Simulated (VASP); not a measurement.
The system is GaN.

```
Ga N
1.0
     0.00000    2.10852    2.10852
     2.10852    0.00000    2.10852
     2.10852    2.10852    0.00000
Ga N
1 1
Direct
  0.50000 0.50000 0.50000
  0.00000 0.00000 0.00000
```

Program: VASP 6.6.1. Alike in all runs: task single point; no spin polarisation; cell as given; k mesh 10 × 10 × 10.

Order these runs on this cell by their pressure, lowest first.
A. level r2SCAN; potentials or basis VASP PAW PBE potentials, release 64 (Ga_d, N_h); cutoff (eV) 910; smearing gaussian 0.01 eV; second run hard_potentials
B. level PBE; potentials or basis VASP PAW PBE potentials, release 64 (Ga_d, N); cutoff (eV) 520; smearing fermi-dirac 0.02 eV
C. level LDA; potentials or basis VASP PAW LDA potentials, release 64 (Ga_d, N_h); cutoff (eV) 910; smearing gaussian 0.01 eV; second run hard_potentials

C (-5.0 GPa), A (1.0 GPa), B (9.1 GPa).

Caveats: the cutoff is under 1.25 times the usual one of these potentials, so pressure, stress and relaxed cells hold a basis-set (Pulay) error (some runs); the PAW data sets were made with another functional, which shifts forces and pressure a little (some runs).
